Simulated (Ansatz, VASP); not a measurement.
Si2Ni in VASP and in Ansatz

Contents of INCAR:

```
SYSTEM = Si2Ni
ALGO = Normal ; EDIFF = 1E-6
ENCUT = 520 ; GGA = PE
ISIF = 2 ; ISMEAR = 0
LASPH = .True. ; LCHARG = .False.
LREAL = .False. ; LWAVE = .False.
NBANDS = 16 ; NELM = 80
PREC = Accurate ; SIGMA = 0.1
```

File KPOINTS:

```
k-points
0
Gamma
  14 14 14
  0 0 0
```

Contents of POSCAR:

```
Si2Ni
1.0
    0.0000000000      2.8113448059      2.8113448059
    2.8113448059      0.0000000000      2.8113448059
    2.8113448059      2.8113448059      0.0000000000
Si Ni
2 1
Direct
    0.2500000000      0.2500000000      0.2500000000
    0.7500000000      0.7500000000      0.7500000000
    0.0000000000      0.0000000000      0.0000000000
```

Input for Ansatz:

```yaml
crystal:
  lattice:
    - [0.0, 2.8113448059, 2.8113448059]
    - [2.8113448059, 0.0, 2.8113448059]
    - [2.8113448059, 2.8113448059, 0.0]
  atoms:
    - { symbol: Si, position: [0.25, 0.25, 0.25] }
    - { symbol: Si, position: [0.75, 0.75, 0.75] }
    - { symbol: Ni, position: [0.0, 0.0, 0.0] }
basis:
  ecutwfc: 420
kpoints:
  mp_grid: { grid: [14, 14, 14] }
hamiltonian:
  xc: pbe
scf:
  occupations: { method: gaussian, width: 0.1 }
output:
  forces: true
  stress: true
  eigenvalues: true
```

Alike in both runs: task single point; functional PBE; k mesh 14 × 14 × 14; occupations gaussian, width 0.1 eV; no spin polarisation.

|  | VASP | Ansatz |
| --- | --- | --- |
| version | VASP 6.6.1 | Ansatz 0.2.0 |
| potentials or method | VASP PAW PBE potentials, release 64 (Si, Ni), cutoff 520 eV | scalar-relativistic, plane waves, PAW |
| valence electrons in the cell | 18 | 26 |

```tsv
	VASP	Ansatz	Ansatz less VASP
gap on the k mesh at the Fermi level (eV)	none	none	-
pressure (GPa)	-11.2	-11.2	+0.05
```

A gap of «none» marks a metal or a gap that the smearing closes. VASP's potentials hold 18 valence electrons a cell and Ansatz's 26, so a difference there can come from the potentials and not from the codes.
